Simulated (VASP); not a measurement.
## Pd: single point with RPBE

Crystal: Pd.

```
CELL_PARAMETERS angstrom
2.71310 0.00000 0.00000
0.00000 2.71310 0.00000
0.00000 0.00000 2.71310
ATOMIC_POSITIONS crystal
Pd 0.00000 0.00000 0.00000
```

This cell differs from its parent crystal: volume scaled by 1.08.

* Program: VASP 6.6.1
* Task: single point
* Functional: RPBE
* Potentials or basis: VASP PAW PBE potentials, release 64 (Pd)
* Cutoff: 520 eV
* k mesh: 13 × 13 × 13
* Occupations: fermi-dirac, width 0.1 eV
* Spin: no spin polarisation
* Dipole correction: no
* Further INCAR settings: ALGO = Normal; EDIFF = 1e-06; NBANDS = 11

```
Pressure               : -6.7 GPa
Band gap on the k mesh : zero (band 5 reaches 6.68 eV, above the bottom of band 6 at 5.30 eV)
```

Levels at points of the mesh, in eV from the Fermi level:
| k point | band 1 | band 2 | band 3 | band 4 | band 5 | band 6 | band 7 | band 8 | band 9 | band 10 |
| --- | --- | --- | --- | --- | --- | --- | --- | --- | --- | --- |
| (0.00, 0.00, 0.00) | -5.18 | -3.79 | -3.79 | -0.07 | -0.07 | -0.07 | 15.64 | 15.64 | 15.64 | 21.27 |

Run time: 11 s on 1 thread of AMD EPYC 7R43 64-Core Processor (Zen 3), with other jobs on the host, peak memory 0.1 GiB.

Caveat: the PAW data sets were made with another functional, which shifts forces and pressure a little.
